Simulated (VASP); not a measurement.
# Al in VASP: relaxation of the atoms with PBE

Aim: the relaxation of the atoms of Al with PBE.

Everything below comes from runs of VASP 6.6.1. Logs are shortened: lines on timing, memory, paths and dates and some standing lists are left out, and cuts for length are marked.

## 1. The cell of the first run

The cell holds a slab with vacuum, 4 atoms: a = 3.003 Å, b = 3.003 Å, c = 28.727 Å, α = 90.00°, β = 90.00°, γ = 120.00°.

## 2. Relaxation of the atoms, PBE

Contents of INCAR:

```
ALGO     = Normal         # electronic algorithm
DIPOL    = 0.5 0.5 0.664
EDIFF    = 1E-7           # SCF threshold, eV
EDIFFG   = -0.02          # ionic threshold
ENCUT    = 450            # plane-wave cutoff, eV
GGA      = PE             # functional
GGA_COMPAT= F            
IBRION   = 2              # ionic algorithm
IDIPOL   = 3            
ISIF     = 2              # what is computed and relaxed
ISMEAR   = 1              # smearing method
LASPH    = T              # aspherical terms in the spheres
LCHARG   = F              # write CHGCAR
LDIPOL   = T            
LREAL    = F              # projectors in reciprocal space
LWAVE    = F              # write WAVECAR
NELM     = 120            # most SCF steps
NELMDL   = -8           
NELMIN   = 4            
NSW      = 80             # ionic steps
PREC     = Accurate       # precision mode
SIGMA    = 0.1            # smearing width, eV
```

Contents of KPOINTS:

```
k-points
0
Gamma
  15 15 1
```

Contents of POSCAR:

```
Al
1.0
    3.0028735933      0.0000000291      0.0000000000
   -1.5014368219      2.6005648016      0.0000000000
    0.0000000000      0.0000000000     28.7269675229
Al
4
Direct
    0.0000000000      0.0000000000      0.5503439969
    0.6666666667      0.3333333333      0.6262532160
    0.3333333333      0.6666666667      0.7018216553
    0.0000000000      0.0000000000      0.7791041514
```

Potentials or basis: VASP PAW PBE potentials, release 64 (Al).

Launch:

```sh
$ cat potpaw_PBE.64/Al/POTCAR > POTCAR
$ mpirun -np 1 vasp_std > vasp.out
```

OUTCAR:

```text
EDIFF = 1E-7
   EDIFFG = -0.02
   ENCUT = 450
   GGA = PE
   IBRION = 2
   ISIF = 2
   ISMEAR = 1
   LASPH = T
   LREAL = F
   NELM = 120
   NELMDL = -8
   NELMIN = 4
   NSW = 80
   PREC = Accurate

 ion  position               nearest neighbor table
   1  0.000  0.000  0.550-   2 2.79   2 2.79   2 2.79
   2  0.667  0.333  0.626-   3 2.78   3 2.78   3 2.78   1 2.79   1 2.79   1 2.79
   3  0.333  0.667  0.702-   2 2.78   2 2.78   2 2.78   4 2.82   4 2.82   4 2.82
   4  0.000  0.000  0.779-   3 2.82   3 2.82   3 2.82

  LATTYP: Found a hexagonal cell.
 ALAT       =     3.0028735933
 C/A-ratio  =     9.5664924381

  Lattice vectors:

 A1 = (   3.0028735933,   0.0000000291,   0.0000000000)
 A2 = (  -1.5014368219,   2.6005648016,   0.0000000000)
 A3 = (   0.0000000000,   0.0000000000,  28.7269675229)

Analysis of symmetry for initial positions (statically):
=====================================================================
 Subroutine PRICEL returns:
 Original cell was already a primitive cell.

 Routine SETGRP: Setting up the symmetry group for a
 hexagonal supercell.

 Subroutine GETGRP returns: Found  6 space group operations
 (whereof  6 operations were pure point group operations)
 out of a pool of 24 trial point group operations.

The static configuration has the point symmetry C_3v.

Analysis of symmetry for dynamics (positions and initial velocities):
=====================================================================
 Subroutine PRICEL returns:
 Original cell was already a primitive cell.

 Routine SETGRP: Setting up the symmetry group for a
 hexagonal supercell.

 Subroutine GETGRP returns: Found  6 space group operations
 (whereof  6 operations were pure point group operations)
 out of a pool of 24 trial point group operations.

The dynamic configuration has the point symmetry C_3v.

 Subroutine INISYM returns: Found  6 space group operations
 (whereof  6 operations are pure point group operations),
 and found     1 'primitive' translations

----------------------------------------------------------------------------------------

                                     Primitive cell

  volume of cell :     224.3337

  direct lattice vectors                    reciprocal lattice vectors
     3.002873593  0.000000029  0.000000000     0.333014349  0.192265928  0.000000000
    -1.501436822  2.600564802  0.000000000    -0.000000004  0.384531850  0.000000000
     0.000000000  0.000000000 28.726967523     0.000000000  0.000000000  0.034810496

  length of vectors
     3.002873593  3.002873593 28.726967523     0.384531850  0.384531850  0.034810496

  position of ions in fractional coordinates (direct lattice)
     0.000000000  0.000000000  0.550343997
     0.666666667  0.333333333  0.626253216
     0.333333333  0.666666667  0.701821655
     0.000000000  0.000000000  0.779104151

  ion indices of the primitive-cell ions
   primitive index   ion index
                 1           1
                 2           2
                 3           3
                 4           4

----------------------------------------------------------------------------------------

 KPOINTS: k-points

Automatic generation of k-mesh.
 Grid dimensions read from file:
 generate k-points for:   15   15    1

 Generating k-lattice:

  Cartesian coordinates                     Fractional coordinates (reciprocal lattice)
     0.022200957  0.012817729  0.000000000     0.066666667  0.000000000  0.000000000
    -0.000000000  0.025635457  0.000000000     0.000000000  0.066666667  0.000000000
     0.000000000  0.000000000  0.034810496     0.000000000  0.000000000  1.000000000

  Length of vectors
     0.025635457  0.025635457  0.034810496

  Shift w.r.t. Gamma in fractional coordinates (k-lattice)
     0.000000000  0.000000000  0.000000000

 Subroutine IBZKPT returns following result:
 ===========================================

 Found     27 irreducible k-points:

 Following reciprocal coordinates:
            Coordinates               Weight
  0.000000  0.000000  0.000000      1.000000
  0.066667 -0.000000  0.000000      6.000000
  0.133333  0.000000  0.000000      6.000000
  0.200000  0.000000  0.000000      6.000000
  0.266667  0.000000  0.000000      6.000000
  0.333333 -0.000000  0.000000      6.000000
[... 16 lines left out ...]
  0.333333  0.200000  0.000000     12.000000
  0.400000  0.200000  0.000000      6.000000
 [... further k-points ...]
   k-points           NKPTS =     27   k-points in BZ     NKDIM =     27   number of bands    NBANDS=     10
   number of dos      NEDOS =    301   number of ions     NIONS =      4
   total plane-waves  NPLWV = 115200
   dimension x,y,z NGX =    24 NGY =   24 NGZ =  200
   dimension x,y,z NGXF=    48 NGYF=   48 NGZF=  400
   ions per type =               4
   NGX,Y,Z   is equivalent  to a cutoff of  13.29, 13.29, 11.57 a.u.
   NGXF,Y,Z  is equivalent  to a cutoff of  26.57, 26.57, 23.15 a.u.
 SYSTEM =  unknown system
   PREC   = accura    normal or accurate (medium, high low for compatibility)
   ISTART =      0    job   : 0-new  1-cont  2-samecut
   ICHARG =      2    charge: 1-file 2-atom 10-const
   ISPIN  =      1    spin polarized calculation?
   LNONCOLLINEAR =      F non collinear calculations
   LSORBIT =      F    spin-orbit coupling
   LASPH  =      T    aspherical Exc in radial PAW
   ENCUT  =  450.0 eV  33.07 Ry    5.75 a.u.   5.19  5.19 49.69*2*pi/ulx,y,z
   NELM   =    120;   NELMIN=  4; NELMDL= -8     # of ELM steps
   EDIFF  = 0.1E-06   stopping-criterion for ELM
   LREAL  =      F    real-space projection
   EDIFFG = -.2E-01   stopping-criterion for IOM
   NSW    =     80    number of steps for IOM
   IBRION =      2    ionic relax: 0-MD 1-quasi-New 2-CG
   NFREE  =      1    steps in history (QN), initial steepest desc. (CG)
   ISIF   =      2    stress and relaxation
   ISYM   =      2    0-nonsym 1-usesym 2-fastsym
   POTIM  = 0.5000    time-step for ionic-motion
   TEBEG  =    0.0;   TEEND  =   0.0 temperature during run
   PSTRESS=    0.0 pullay stress
   NELECT =      12.0000    total number of electrons
   NUPDOWN=      -1.0000    fix difference up-down
   EMIN   =  10.00;   EMAX   =-10.00  energy-range for DOS
   EFERMI =   0.00;   METHOD = LEGACY
   ISMEAR =     1;   SIGMA  =   0.10  broadening in eV -4-tet -1-fermi 0-gaus
   EFERMI_NEDOS =   21; number of points for ismear=-14 and -15
   IALGO  =     38    algorithm
   IMIX   =      4    mixing-type and parameters
     AMIX     =   0.40;   BMIX     =  1.00
     AMIX_MAG =   1.60;   BMIX_MAG =  1.00
  volume/ion in A,a.u.               =      56.08       378.47
  Fermi-wavevector in a.u.,A,eV,Ry     =   0.616837  1.165653  5.176852  0.380488
  Thomas-Fermi vector in A             =   1.674708
   LORBIT       =      0    0 simple, 1 ext, 2 COOP (PROOUT), +10 PAW based schemes
   GGA     = PE    functional components
   LHFCALC =     F    Hartree Fock is set to
   AEXX    =    0.0000 exact exchange contribution
   IVDW    =     0    specifies the selected vdW correction
   LEPSILON=     F    determine dielectric tensor
   LRPA    =     F    only Hartree local field effects (RPA)
 conjugate gradient relaxation of ions
 non-spin polarized calculation
 Methfessel and Paxton  Order N= 1 SIGMA  =   0.10
  energy-cutoff  :      450.00
  volume of cell :      224.33
 maximum number of plane-waves:      4895
 NGX is ok and might be reduce to    24
   NGX = 11   NGY = 11   NGZ = 99

--------------------------------------- Ionic step        1  -------------------------------------------

 number of electron      12.0000000 magnetization

 Free energy of the ion-electron system (eV)
  ---------------------------------------------------
  ext. energy  EPLUGINS =         0.00000000
  ---------------------------------------------------
  free energy    TOTEN  =       -13.99836827 eV

  energy without entropy =      -13.99466331  energy(sigma->0) =      -13.99713329

------------------------ aborting loop because EDIFF is reached ----------------------------------------

  FORCE on cell =-STRESS in cart. coord.  units (eV):
  Direction    XX          YY          ZZ          XY          YZ          ZX
  --------------------------------------------------------------------------------------
  -------------------------------------------------------------------------------------
  Total       -2.9156172     -2.9156172      1.0842785      0.0000000      0.0000000      0.0000000
  in kB      -20.8231569    -20.8231569      7.7438496      0.0000000      0.0000000      0.0000000
  external PRESSURE =     -11.3008214 kB  Pullay stress =       0.0000000 kB
[... 285 lines left out ...]
  FREE ENERGIE OF THE ION-ELECTRON SYSTEM (eV)
  ---------------------------------------------------
  free  energy   TOTEN  =       -14.0155901702 eV

  energy  without entropy=      -14.0160195652  energy(sigma->0) =      -14.01573330

 dipolmoment           0.000000      0.000000     -0.001663 electrons x Angstroem

--------------------------------------- Ionic step        9  -------------------------------------------

 number of electron      12.0000000 magnetization

 dipolmoment           0.000000      0.000000      0.000199 electrons x Angstroem

 Free energy of the ion-electron system (eV)
  ---------------------------------------------------
  ext. energy  EPLUGINS =         0.00000000
  ---------------------------------------------------
  free energy    TOTEN  =       -14.01575088 eV

  energy without entropy =      -14.01612874  energy(sigma->0) =      -14.01587683

 E-fermi :  -0.4804     XC(G=0):  -3.7683

 val. band max:       -0.4919418872   @ k =   0.3333   0.2000   0.0000
 cond. band min:      -0.4060531472   @ k =   0.3333   0.3333   0.0000
 fundamental gap:      0.0858887400
 Fermi energy:        -0.4803528878

 k-point     1 :       0.0000    0.0000    0.0000
  band No.  band energies     occupation
      1     -10.7790      2.00000
      2      -9.6221      2.00000
      3      -7.8962      2.00000
      4      -5.4781      2.00000
      5      -3.1499      2.00000
      6      -0.0948     -0.00000
      7       2.2674      0.00000
      8       3.3522      0.00000
      9       3.6290      0.00000
     10       4.3639      0.00000
[... 287 lines left out ...]
 k-point    24 :       0.4000    0.2000    0.0000
  band No.  band energies     occupation
      1      -4.7966      2.00000
      2      -4.7853      2.00000
      3      -3.7490      2.00000
      4      -3.6178      2.00000
      5      -2.1680      2.00000
      6      -1.7596      2.00000
      7      -0.6864      2.01308
      8       0.0560     -0.00000
      9       0.6902     -0.00000
     10       0.7329     -0.00000

 [... further k-points ...]

------------------------ aborting loop because EDIFF is reached ----------------------------------------

 vacuum level on the upper side and lower side of the slab       (xc-potential included)        -0.099        -0.054

  FORCE on cell =-STRESS in cart. coord.  units (eV):
  Direction    XX          YY          ZZ          XY          YZ          ZX
  --------------------------------------------------------------------------------------
  -------------------------------------------------------------------------------------
  Total       -3.3270410     -3.3270410     -0.0114102      0.0000000     -0.0000000      0.0000000
  in kB      -23.7615198    -23.7615198     -0.0814909      0.0000000     -0.0000000      0.0000000
  external PRESSURE =     -15.8681769 kB  Pullay stress =       0.0000000 kB

 VOLUME and BASIS-vectors are now :
 -----------------------------------------------------------------------------
  energy-cutoff  :      450.00
  volume of cell :      224.33
      direct lattice vectors                 reciprocal lattice vectors
     3.002873593  0.000000029  0.000000000     0.333014349  0.192265928  0.000000000
    -1.501436822  2.600564802  0.000000000    -0.000000004  0.384531850  0.000000000
     0.000000000  0.000000000 28.726967523     0.000000000  0.000000000  0.034810496
[... 10 lines left out ...]
  FREE ENERGIE OF THE ION-ELECTRON SYSTEM (eV)
  ---------------------------------------------------
  free  energy   TOTEN  =       -14.0157508756 eV

  energy  without entropy=      -14.0161287402  energy(sigma->0) =      -14.01587683

 reached required accuracy - stopping structural energy minimisation

 vacuum level on the upper side and lower side of the slab         3.511         3.554
```

Run time: 8.1 min. Hardware: 1 thread of Intel Xeon Platinum 8488C (Sapphire Rapids), shared host; peak memory 0.34 GiB.

Results:

```
Free energy                  : -14.0158 eV
Energy gained by relaxing    : 4.3 meV/atom
Ionic steps                  : 9
Largest force after relaxing : 0.013 eV/Å
Band gap on the k mesh       : zero (bands 6 and 7 overlap by 2.07 eV)
```

Forces on the atoms (eV/Å):
```
Al   0.000  0.000  0.007
Al   0.000  0.000 -0.013
Al   0.000  0.000  0.007
Al   0.000  0.000 -0.002
```

The path:
| step | energy change (eV) | largest force (eV/Å) | pressure (GPa) |
| --- | --- | --- | --- |
| 1 | 0.0000 | 0.2251 | -1.13 |
| 2 | -0.0031 | 0.1855 | -1.18 |
| 3 | -0.0093 | 0.1113 | -1.31 |
| 4 | -0.0090 | 0.2663 | -1.53 |
| 5 | -0.0112 | 0.1967 | -1.42 |
| 6 | -0.0145 | 0.1297 | -1.48 |
| 7 | -0.0165 | 0.0723 | -1.58 |
| 8 | -0.0172 | 0.0254 | -1.58 |
| 9 | -0.0174 | 0.0131 | -1.59 |

Final structure:
```
Al
1.0
     3.00287    0.00000    0.00000
    -1.50144    2.60056    0.00000
     0.00000    0.00000   28.72697
Al
4
Direct
  0.00000 0.00000 0.54701
  0.66667 0.33333 0.62559
  0.33333 0.66667 0.70320
  0.00000 0.00000 0.78171
```

Levels at points of the mesh, in eV from the Fermi level:
| k point | band 3 | band 4 | band 5 | band 6 | band 7 | band 8 | band 9 | band 10 |
| --- | --- | --- | --- | --- | --- | --- | --- | --- |
| (0.00, 0.00, 0.00) | -7.42 | -5.00 | -2.67 | 0.39 | 2.75 | 3.83 | 4.11 | 4.84 |

The gap in the log of VASP goes by the Fermi energy; the results here count the filled bands.